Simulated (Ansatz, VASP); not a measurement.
## Sn4Se: VASP beside Ansatz

The input INCAR:

```
PREC     = Accurate       # precision mode
ENCUT    = 520            # plane-wave cutoff, eV
EDIFF    = 1E-7           # SCF threshold, eV
ISMEAR   = 0              # smearing method
SIGMA    = 0.1            # smearing width, eV
LREAL    = False          # projectors in reciprocal space
LASPH    = True           # aspherical terms in the spheres
NELM     = 80             # most SCF steps
ALGO     = Normal         # electronic algorithm
ISIF     = 2              # what is computed and relaxed
LWAVE    = False          # write WAVECAR
LCHARG   = False          # write CHGCAR
GGA      = PE             # functional
NBANDS   = 73             # bands
```

File KPOINTS:

```
regular mesh
0
Gamma
  4 4 4
```

Contents of POSCAR:

```
Sn4Se
1.0
    0.0000000000      5.3455167500      5.3455167500
    5.3455167500      0.0000000000      5.3455167500
    5.3455167500      5.3455167500      0.0000000000
Sn Se
8 2
Direct
    0.3299050200      0.3299050200      0.3299050200
    0.3299050200      0.3299050200      0.0102849300
    0.3299050200      0.0102849300      0.3299050200
    0.0102849300      0.3299050200      0.3299050200
    0.9200949800      0.9200949800      0.2397150700
    0.9200949800      0.9200949800      0.9200949800
    0.9200949800      0.2397150700      0.9200949800
    0.2397150700      0.9200949800      0.9200949800
    0.7500000000      0.7500000000      0.7500000000
    0.5000000000      0.5000000000      0.5000000000
```

Input for Ansatz:

```yaml
crystal:
  lattice:
    - [0.0, 5.34551675, 5.34551675]
    - [5.34551675, 0.0, 5.34551675]
    - [5.34551675, 5.34551675, 0.0]
  atoms:
    - { symbol: Sn, position: [0.32990502, 0.32990502, 0.32990502] }
    - { symbol: Sn, position: [0.32990502, 0.32990502, 0.01028493] }
    - { symbol: Sn, position: [0.32990502, 0.01028493, 0.32990502] }
    - { symbol: Sn, position: [0.01028493, 0.32990502, 0.32990502] }
    - { symbol: Sn, position: [0.92009498, 0.92009498, 0.23971507] }
    - { symbol: Sn, position: [0.92009498, 0.92009498, 0.92009498] }
    - { symbol: Sn, position: [0.92009498, 0.23971507, 0.92009498] }
    - { symbol: Sn, position: [0.23971507, 0.92009498, 0.92009498] }
    - { symbol: Se, position: [0.75, 0.75, 0.75] }
    - { symbol: Se, position: [0.5, 0.5, 0.5] }
basis:
  ecutwfc: 420
kpoints:
  mp_grid: { grid: [4, 4, 4] }
hamiltonian:
  xc: pbe
scf:
  occupations: { method: gaussian, width: 0.1 }
  lower_state_search: "off"
output:
  forces: true
  stress: true
  eigenvalues: true
```

Alike in both runs: task single point; functional PBE; k mesh 4 × 4 × 4; occupations gaussian, width 0.1 eV; no spin polarisation.

|  | VASP | Ansatz |
| --- | --- | --- |
| version | VASP 6.6.1 | Ansatz 0.2.0 |
| potentials or method | VASP PAW PBE potentials, release 64 (Sn_d, Se), cutoff 520 eV | scalar-relativistic, plane waves, PAW |
| valence electrons in the cell | 124 | 144 |

VASP gave:

```
gap on the k mesh at the Fermi level (eV) : none
pressure (GPa)                            : 24.4
rms of the force components (eV/Å)        : 7.635
```

Q: Which values does Ansatz return?

A: gap on the k mesh at the Fermi level (eV): none; pressure (GPa): 24.4; rms of the force components (eV/Å): 7.596.

Atom by atom the forces differ by 0.039 eV/Å (rms over components). A gap of «none» marks a metal or a gap that the smearing closes. VASP's potentials hold 124 valence electrons a cell and Ansatz's 144, so a difference there can come from the potentials and not from the codes.
